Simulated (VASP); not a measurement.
# AlRu in VASP: further runs

AlRu is run at these levels: PBEsol; tasks: single point.

Everything below comes from runs of VASP 6.6.1. Logs are shortened: lines on timing, memory, paths and dates and some standing lists are left out, and cuts for length are marked.

## (1) The cell of the first run

It takes space group Pm-3m (No. 221, cubic). The conventional cell has a = 2.992 Å, b = 2.992 Å, c = 2.992 Å, α = 90.00°, β = 90.00°, γ = 90.00°. Within 3.4 Å of Al (site symmetry m-3m) lie 8 Ru at 2.59 Å and 6 Al at 2.99 Å. Ru (site symmetry m-3m) has 8 Al at 2.59 Å and 6 Ru at 2.99 Å within 3.4 Å.

## (2) Single point, PBEsol

Contents of INCAR:

```
SYSTEM = AlRu
PREC = Accurate ; ENCUT = 520
EDIFF = 1E-6 ; ISMEAR = -1
SIGMA = 0.1 ; LREAL = .False.
LASPH = .True. ; NELM = 60
ALGO = Normal ; ISIF = 2
LWAVE = .False. ; LCHARG = .True.
GGA = PS ; LELF = .True.
LVHAR = .True. ; NBANDS = 16
```

Contents of KPOINTS:

```
Automatic mesh
0
Gamma
  12 12 12
  0 0 0
```

Contents of POSCAR:

```
AlRu
1.0
    2.9916000000      0.0000000000      0.0000000000
    0.0000000000      2.9916000000      0.0000000000
    0.0000000000      0.0000000000      2.9916000000
Al Ru
1 1
Direct
    0.0000000000      0.0000000000      0.0000000000
    0.5000000000      0.5000000000      0.5000000000
```

Potentials or basis: VASP PAW PBE potentials, release 64 (Al, Ru_pv).

The run is started by

```
$ cat potpaw_PBE.64/Al/POTCAR potpaw_PBE.64/Ru_pv/POTCAR > POTCAR
$ mpirun -np 1 vasp_std > vasp.out
```

OUTCAR:

```text
SYSTEM = AlRu
   PREC = Accurate
   ENCUT = 520
   EDIFF = 1E-6
   ISMEAR = -1
   LREAL = .False.
   LASPH = .True.
   NELM = 60
   ISIF = 2
   GGA = PS

 ion  position               nearest neighbor table
   1  0.000  0.000  0.000-   2 2.59   2 2.59   2 2.59   2 2.59   2 2.59   2 2.59   2 2.59   2 2.59

   2  0.500  0.500  0.500-   1 2.59   1 2.59   1 2.59   1 2.59   1 2.59   1 2.59   1 2.59   1 2.59

  LATTYP: Found a simple cubic cell.
 ALAT       =     2.9916000000

  Lattice vectors:

 A1 = (   2.9916000000,   0.0000000000,   0.0000000000)
 A2 = (   0.0000000000,   2.9916000000,   0.0000000000)
 A3 = (   0.0000000000,   0.0000000000,   2.9916000000)

Analysis of symmetry for initial positions (statically):
=====================================================================
 Subroutine PRICEL returns:
 Original cell was already a primitive cell.

 Routine SETGRP: Setting up the symmetry group for a
 simple cubic supercell.

 Subroutine GETGRP returns: Found 48 space group operations
 (whereof 48 operations were pure point group operations)
 out of a pool of 48 trial point group operations.

The static configuration has the point symmetry O_h .

Analysis of symmetry for dynamics (positions and initial velocities):
=====================================================================
 Subroutine PRICEL returns:
 Original cell was already a primitive cell.

 Routine SETGRP: Setting up the symmetry group for a
 simple cubic supercell.

 Subroutine GETGRP returns: Found 48 space group operations
 (whereof 48 operations were pure point group operations)
 out of a pool of 48 trial point group operations.

The dynamic configuration has the point symmetry O_h .

 Subroutine INISYM returns: Found 48 space group operations
 (whereof 48 operations are pure point group operations),
 and found     1 'primitive' translations

----------------------------------------------------------------------------------------

                                     Primitive cell

  volume of cell :      26.7738

  direct lattice vectors                    reciprocal lattice vectors
     2.991600000  0.000000000  0.000000000     0.334269287  0.000000000  0.000000000
     0.000000000  2.991600000  0.000000000     0.000000000  0.334269287  0.000000000
     0.000000000  0.000000000  2.991600000     0.000000000  0.000000000  0.334269287

  length of vectors
     2.991600000  2.991600000  2.991600000     0.334269287  0.334269287  0.334269287

  position of ions in fractional coordinates (direct lattice)
     0.000000000  0.000000000  0.000000000
     0.500000000  0.500000000  0.500000000

  ion indices of the primitive-cell ions
   primitive index   ion index
                 1           1
                 2           2

----------------------------------------------------------------------------------------

 KPOINTS: Automatic mesh

Automatic generation of k-mesh.
 Grid dimensions read from file:
 generate k-points for:   12   12   12

 Generating k-lattice:

  Cartesian coordinates                     Fractional coordinates (reciprocal lattice)
     0.027855774  0.000000000  0.000000000     0.083333333  0.000000000  0.000000000
     0.000000000  0.027855774  0.000000000     0.000000000  0.083333333  0.000000000
     0.000000000  0.000000000  0.027855774     0.000000000  0.000000000  0.083333333

  Length of vectors
     0.027855774  0.027855774  0.027855774

  Shift w.r.t. Gamma in fractional coordinates (k-lattice)
     0.000000000  0.000000000  0.000000000

 Subroutine IBZKPT returns following result:
 ===========================================

 Found     84 irreducible k-points:

 Following reciprocal coordinates:
            Coordinates               Weight
  0.000000  0.000000  0.000000      1.000000
  0.083333  0.000000  0.000000      6.000000
  0.166667  0.000000  0.000000      6.000000
  0.250000  0.000000  0.000000      6.000000
  0.333333  0.000000  0.000000      6.000000
  0.416667  0.000000  0.000000      6.000000
[... 16 lines left out ...]
  0.333333  0.333333  0.000000     12.000000
  0.416667  0.333333  0.000000     24.000000
 [... further k-points ...]
   k-points           NKPTS =     84   k-points in BZ     NKDIM =     84   number of bands    NBANDS=     16
   number of dos      NEDOS =    301   number of ions     NIONS =      2
   total plane-waves  NPLWV =  13824
   dimension x,y,z NGX =    24 NGY =   24 NGZ =   24
   dimension x,y,z NGXF=    48 NGYF=   48 NGZF=   48
   ions per type =               1   1
   NGX,Y,Z   is equivalent  to a cutoff of  13.34, 13.34, 13.34 a.u.
   NGXF,Y,Z  is equivalent  to a cutoff of  26.67, 26.67, 26.67 a.u.
 SYSTEM =  AlRu
   PREC   = accura    normal or accurate (medium, high low for compatibility)
   ISTART =      0    job   : 0-new  1-cont  2-samecut
   ICHARG =      2    charge: 1-file 2-atom 10-const
   ISPIN  =      1    spin polarized calculation?
   LNONCOLLINEAR =      F non collinear calculations
   LSORBIT =      F    spin-orbit coupling
   LASPH  =      T    aspherical Exc in radial PAW
   ENCUT  =  520.0 eV  38.22 Ry    6.18 a.u.   5.56  5.56  5.56*2*pi/ulx,y,z
   NELM   =     60;   NELMIN=  2; NELMDL= -5     # of ELM steps
   EDIFF  = 0.1E-05   stopping-criterion for ELM
   LREAL  =      F    real-space projection
   EDIFFG = 0.1E-04   stopping-criterion for IOM
   NSW    =      0    number of steps for IOM
   IBRION =     -1    ionic relax: 0-MD 1-quasi-New 2-CG
   NFREE  =      0    steps in history (QN), initial steepest desc. (CG)
   ISIF   =      2    stress and relaxation
   ISYM   =      2    0-nonsym 1-usesym 2-fastsym
   POTIM  = 0.5000    time-step for ionic-motion
   TEBEG  =    0.0;   TEEND  =   0.0 temperature during run
   PSTRESS=    0.0 pullay stress
   NELECT =      17.0000    total number of electrons
   NUPDOWN=      -1.0000    fix difference up-down
   EMIN   =  10.00;   EMAX   =-10.00  energy-range for DOS
   EFERMI =   0.00;   METHOD = LEGACY
   ISMEAR =    -1;   SIGMA  =   0.10  broadening in eV -4-tet -1-fermi 0-gaus
   EFERMI_NEDOS =   21; number of points for ismear=-14 and -15
   IALGO  =     38    algorithm
   IMIX   =      4    mixing-type and parameters
     AMIX     =   0.40;   BMIX     =  1.00
     AMIX_MAG =   1.60;   BMIX_MAG =  1.00
  volume/ion in A,a.u.               =      13.39        90.34
  Fermi-wavevector in a.u.,A,eV,Ry     =   1.407087  2.659009 26.938090  1.979894
  Thomas-Fermi vector in A             =   2.529382
   LORBIT       =      0    0 simple, 1 ext, 2 COOP (PROOUT), +10 PAW based schemes
   GGA     = PS    functional components
   LHFCALC =     F    Hartree Fock is set to
   AEXX    =    0.0000 exact exchange contribution
   IVDW    =     0    specifies the selected vdW correction
   LEPSILON=     F    determine dielectric tensor
   LRPA    =     F    only Hartree local field effects (RPA)
 non-spin polarized calculation
  energy-cutoff  :      520.00
  volume of cell :       26.77
 maximum number of plane-waves:       739
 NGX is ok and might be reduce to    24
   NGX = 11   NGY = 11   NGZ = 11

 number of electron      16.9999995 magnetization

 Free energy of the ion-electron system (eV)
  ---------------------------------------------------
  ext. energy  EPLUGINS =         0.00000000
  ---------------------------------------------------
  free energy    TOTEN  =       -15.54643720 eV

  energy without entropy =      -15.49808641  energy(sigma->0) =      -15.52226180

 E-fermi :  10.5986     XC(G=0): -12.6874

 val. band max:       10.5892498027   @ k =   0.0833   0.0833   0.0000
 cond. band min:      10.6084996884   @ k =   0.2500   0.0833   0.0833
 fundamental gap:      0.0192498857
 Fermi energy:        10.5985977081

 k-point     1 :       0.0000    0.0000    0.0000
  band No.  band energies     occupation
      1     -31.1182      2.00000
      2     -31.1182      2.00000
      3     -31.1182      2.00000
      4       0.9132      2.00000
      5       7.0059      2.00000
      6       7.0059      2.00000
[... 8 lines left out ...]
     15      22.5874      0.00000
     16      25.6741      0.00000

 k-point     2 :       0.0833    0.0000    0.0000
  band No.  band energies     occupation
      1     -31.1325      2.00000
      2     -31.1170      2.00000
      3     -31.1170      2.00000
      4       1.0468      2.00000
      5       7.0522      2.00000
      6       7.0527      2.00000
[... 8 lines left out ...]
     15      22.5885      0.00000
     16      26.0971      0.00000

 k-point     3 :       0.1667    0.0000    0.0000
  band No.  band energies     occupation
      1     -31.1714      2.00000
      2     -31.1138      2.00000
      3     -31.1138      2.00000
      4       1.4392      2.00000
      5       7.1388      2.00000
      6       7.1845      2.00000
[... 8 lines left out ...]
     15      22.8715      0.00000
     16      27.4296      0.00000

 k-point     4 :       0.2500    0.0000    0.0000
  band No.  band energies     occupation
      1     -31.2242      2.00000
      2     -31.1092      2.00000
      3     -31.1092      2.00000
      4       2.0664      2.00000
      5       7.1028      2.00000
      6       7.3757      2.00000
[... 8 lines left out ...]
     15      23.3954      0.00000
     16      27.0651      0.00000

 k-point     5 :       0.3333    0.0000    0.0000
  band No.  band energies     occupation
      1     -31.2767      2.00000
      2     -31.1048      2.00000
      3     -31.1048      2.00000
      4       2.8909      2.00000
      5       6.7263      2.00000
      6       7.5816      2.00000
[... 8 lines left out ...]
     15      23.7034      0.00000
     16      25.5501      0.00000

 k-point     6 :       0.4167    0.0000    0.0000
  band No.  band energies     occupation
      1     -31.3148      2.00000
      2     -31.1015      2.00000
      3     -31.1015      2.00000
      4       3.8586      2.00000
      5       5.9565      2.00000
      6       7.7436      2.00000
[... 8 lines left out ...]
     15      23.8443      0.00000
     16      24.1624      0.00000

 k-point     7 :       0.5000    0.0000    0.0000
  band No.  band energies     occupation
      1     -31.3287      2.00000
      2     -31.1003      2.00000
      3     -31.1003      2.00000
      4       4.7349      2.00000
      5       5.1232      2.00000
      6       7.8056      2.00000
[... 8 lines left out ...]
     15      23.3566      0.00000
     16      23.3566      0.00000

 k-point     8 :       0.0833    0.0833    0.0000
  band No.  band energies     occupation
      1     -31.1319      2.00000
      2     -31.1307      2.00000
      3     -31.1158      2.00000
      4       1.1790      2.00000
      5       7.0961      2.00000
      6       7.1049      2.00000
[... 8 lines left out ...]
     15      22.5887      0.00000
     16      26.4665      0.00000

 k-point     9 :       0.1667    0.0833    0.0000
  band No.  band energies     occupation
      1     -31.1701      2.00000
      2     -31.1279      2.00000
      3     -31.1125      2.00000
      4       1.5670      2.00000
      5       7.1903      2.00000
      6       7.2366      2.00000
[... 8 lines left out ...]
     15      23.1339      0.00000
     16      27.6062      0.00000
[... 172 lines left out ...]
 k-point    19 :       0.2500    0.2500    0.0000
  band No.  band energies     occupation
      1     -31.2155      2.00000
      2     -31.2106      2.00000
      3     -31.1002      2.00000
      4       3.0720      2.00000
      5       7.1626      2.00000
      6       7.8567      2.00000
[... 8 lines left out ...]
     15      24.3663      0.00000
     16      26.0447      0.00000

 k-point    20 :       0.3333    0.2500    0.0000
  band No.  band energies     occupation
      1     -31.2645      2.00000
      2     -31.2074      2.00000
      3     -31.0957      2.00000
      4       3.7420      2.00000
      5       6.8139      2.00000
      6       8.1058      2.00000
[... 8 lines left out ...]
     15      23.3169      0.00000
     16      25.2228      0.00000

 k-point    21 :       0.4167    0.2500    0.0000
  band No.  band energies     occupation
      1     -31.3018      2.00000
      2     -31.2034      2.00000
      3     -31.0924      2.00000
      4       4.4461      2.00000
      5       6.2860      2.00000
      6       8.3157      2.00000
[... 8 lines left out ...]
     15      22.5918      0.00000
     16      24.5514      0.00000

 k-point    22 :       0.5000    0.2500    0.0000
  band No.  band energies     occupation
      1     -31.3154      2.00000
      2     -31.2019      2.00000
      3     -31.0912      2.00000
      4       4.8708      2.00000
      5       5.9213      2.00000
      6       8.4157      2.00000
[... 8 lines left out ...]
     15      22.5914      0.00000
     16      24.2626      0.00000

 k-point    23 :       0.3333    0.3333    0.0000
  band No.  band energies     occupation
      1     -31.2601      2.00000
      2     -31.2565      2.00000
      3     -31.0911      2.00000
      4       4.2141      2.00000
      5       6.7345      2.00000
      6       8.4276      2.00000
[... 8 lines left out ...]
     15      23.1400      0.00000
     16      25.3991      0.00000

 k-point    24 :       0.4167    0.3333    0.0000
  band No.  band energies     occupation
      1     -31.2953      2.00000
      2     -31.2537      2.00000
      3     -31.0878      2.00000
      4       4.5825      2.00000
      5       6.6595      2.00000
      6       8.6754      2.00000
[... 8 lines left out ...]
     15      22.9634      0.00000
     16      25.7635      0.00000

 [... further k-points ...]
[... 5 lines left out ...]
  --------------------------------------------------------------------------------------
  -------------------------------------------------------------------------------------
  Total       -0.5253091     -0.5253091     -0.5253091      0.0000000      0.0000000     -0.0000000
  in kB      -31.4351046    -31.4351046    -31.4351046      0.0000000      0.0000000     -0.0000000
  external PRESSURE =     -31.4351046 kB  Pullay stress =       0.0000000 kB

 VOLUME and BASIS-vectors are now :
 -----------------------------------------------------------------------------
  energy-cutoff  :      520.00
  volume of cell :       26.77
      direct lattice vectors                 reciprocal lattice vectors
     2.991600000  0.000000000  0.000000000     0.334269287  0.000000000  0.000000000
     0.000000000  2.991600000  0.000000000     0.000000000  0.334269287  0.000000000
     0.000000000  0.000000000  2.991600000     0.000000000  0.000000000  0.334269287

 POSITION                                       TOTAL-FORCE (eV/Angst)
 -----------------------------------------------------------------------------------
      0.00000      0.00000      0.00000         0.000000      0.000000      0.000000
      1.49580      1.49580      1.49580         0.000000      0.000000      0.000000
 -----------------------------------------------------------------------------------
    total drift:                                0.000000     -0.000000     -0.000000

  FREE ENERGIE OF THE ION-ELECTRON SYSTEM (eV)
  ---------------------------------------------------
  free  energy   TOTEN  =       -15.5464371956 eV

  energy  without entropy=      -15.4980864102  energy(sigma->0) =      -15.52226180
```

Run time: 18 s. Hardware: 1 thread of Intel Xeon Platinum 8175M at 2.50GHz (Skylake/Cascade Lake), shared host; peak memory 0.16 GiB.

What came out:

```yaml
Free_energy: -15.5464 eV
Pressure: -3.1 GPa
```

Caveat: the PAW data sets were made with another functional, which shifts forces and pressure a little.

## (3) Single point, PBEsol

This run uses another cell than the first one, of 12.99 Å³/atom, 0.970 times its volume.

Contents of INCAR:

```
SYSTEM = AlRu
PREC = Accurate ; ENCUT = 520
EDIFF = 1E-7 ; ISMEAR = -1
SIGMA = 0.1 ; LREAL = .FALSE.
LASPH = .TRUE. ; NELM = 80
ALGO = Normal ; ISIF = 2
LWAVE = .FALSE. ; LCHARG = .TRUE.
GGA = PS ; LELF = .TRUE.
LVHAR = .TRUE. ; NBANDS = 16
```

Contents of KPOINTS:

```
Automatic mesh
0
G
  12 12 12
  0 0 0
```

POSCAR: that of step 2 with these lines changed.

```diff
@@ -4,3 +4,3 @@
     0.0000000000      2.9916000000      0.0000000000
-    0.0000000000      0.0000000000      2.9916000000
+    0.0000000000      0.0000000000      2.9018520000
 Al Ru
```

Potentials or basis: VASP PAW PBE potentials, release 64 (Al, Ru_pv).

The run is started by

```
$ cat potpaw_PBE.64/Al/POTCAR potpaw_PBE.64/Ru_pv/POTCAR > POTCAR
$ mpirun -np 1 vasp_std > vasp.out
```

It took 43 s on 1 thread of Intel Xeon Platinum 8175M at 2.50GHz (Skylake/Cascade Lake), shared host; peak memory 0.2 GiB.

The run converged. Its results:

```
Free energy : -15.5356 eV
Pressure    : 3.7 GPa
```

Stress tensor (GPa, compression positive):
```
1.65 0.00 0.00
0.00 1.65 0.00
0.00 0.00 7.73
```

Levels at points of the mesh, in eV from the Fermi level:
| k point | band 5 | band 6 | band 7 | band 8 | band 9 | band 10 | band 11 | band 12 | band 13 | band 14 |
| --- | --- | --- | --- | --- | --- | --- | --- | --- | --- | --- |
| (0.00, 0.00, 0.00) | -3.78 | -3.76 | 0.05 | 0.26 | 0.26 | 5.90 | 5.90 | 6.86 | 11.06 | 11.23 |
| (0.50, 0.00, 0.00) | -5.65 | -2.98 | -1.79 | -1.42 | 0.51 | 2.21 | 7.42 | 10.88 | 11.70 | 11.98 |
| (0.50, 0.50, 0.00) | -3.31 | -1.51 | -1.51 | -1.03 | -1.03 | 1.46 | 5.18 | 6.44 | 11.33 | 11.98 |
| (0.00, 0.00, 0.50) | -5.30 | -2.85 | -1.81 | -1.81 | 0.37 | 2.76 | 7.40 | 10.89 | 10.89 | 11.98 |
| (0.50, 0.00, 0.50) | -3.18 | -1.45 | -1.38 | -1.28 | -1.22 | 1.65 | 5.64 | 6.64 | 10.60 | 11.98 |
| (0.50, 0.50, 0.50) | -4.83 | -4.78 | 1.58 | 1.81 | 2.78 | 4.10 | 4.10 | 4.31 | 8.56 | 8.99 |

Caveat: the PAW data sets were made with another functional, which shifts forces and pressure a little.

## (4) Single point, PBEsol

This run uses another cell than the first one, of 13.19 Å³/atom, 0.985 times its volume.

Contents of INCAR:

```
PREC     = Accurate       # precision mode
ENCUT    = 520            # plane-wave cutoff, eV
EDIFF    = 1E-7           # SCF threshold, eV
ISMEAR   = -1             # smearing method
SIGMA    = 0.1            # smearing width, eV
LREAL    = False          # projectors in reciprocal space
LASPH    = True           # aspherical terms in the spheres
NELM     = 80             # most SCF steps
ALGO     = Normal         # electronic algorithm
ISIF     = 2              # what is computed and relaxed
LWAVE    = False          # write WAVECAR
LCHARG   = False          # write CHGCAR
GGA      = PS             # functional
NBANDS   = 16             # bands
```

Contents of KPOINTS:

```
Automatic mesh
0
Gamma
  12 12 12
```

POSCAR: that of step 3 with these lines changed.

```diff
@@ -4,3 +4,3 @@
     0.0000000000      2.9916000000      0.0000000000
-    0.0000000000      0.0000000000      2.9018520000
+    0.0000000000      0.0000000000      2.9467260000
 Al Ru
```

The run is started by

```
$ cat potpaw_PBE.64/Al/POTCAR potpaw_PBE.64/Ru_pv/POTCAR > POTCAR
$ mpirun -np 1 vasp_std > vasp.out
```

Wall time 40 s (1 thread of Intel Xeon Platinum 8175M at 2.50GHz (Skylake/Cascade Lake), shared host); peak memory 0.2 GiB.

Results (log left out):

```yaml
Free_energy: -15.5478 eV
Pressure: 0.1 GPa
```

Stress tensor (GPa, compression positive):
```
-0.85  0.00  0.00
 0.00 -0.85  0.00
 0.00  0.00  1.99
```

Levels at points of the mesh, in eV from the Fermi level:
| k point | band 7 | band 8 | band 9 | band 10 | band 11 | band 12 |
| --- | --- | --- | --- | --- | --- | --- |
| (0.00, 0.00, 0.00) | 0.12 | 0.22 | 0.22 | 5.99 | 5.99 | 6.46 |
| (0.50, 0.00, 0.00) | -1.69 | -1.51 | 0.47 | 2.25 | 7.44 | 10.94 |
| (0.50, 0.50, 0.00) | -1.44 | -1.10 | -1.10 | 1.49 | 5.23 | 6.36 |
| (0.00, 0.00, 0.50) | -1.70 | -1.70 | 0.41 | 2.51 | 7.43 | 10.94 |
| (0.50, 0.00, 0.50) | -1.30 | -1.27 | -1.22 | 1.59 | 5.45 | 6.46 |
| (0.50, 0.50, 0.50) | 1.60 | 1.72 | 2.69 | 4.10 | 4.10 | 4.20 |

Caveat: the PAW data sets were made with another functional, which shifts forces and pressure a little.

## (5) Summary

| cell | gap on the mesh (eV) | pressure (GPa) |
| --- | --- | --- |
| a = 2.992 Å, 2 atoms | none | -3.1 |
| a = 2.992, b = 2.992, c = 2.902 Å, 2 atoms | none | 3.7 |
| a = 2.992, b = 2.992, c = 2.947 Å, 2 atoms | none | 0.1 |

Alike in all rows: task single point; level PBEsol; potentials or basis VASP PAW PBE potentials, release 64 (Al, Ru_pv); no spin polarisation; k mesh 12 × 12 × 12; cutoff (eV) 520; smearing fermi-dirac 0.1 eV.

Caveats: the PAW data sets were made with another functional, which shifts forces and pressure a little.

Absolute energies hang on the potentials; compare differences alone.
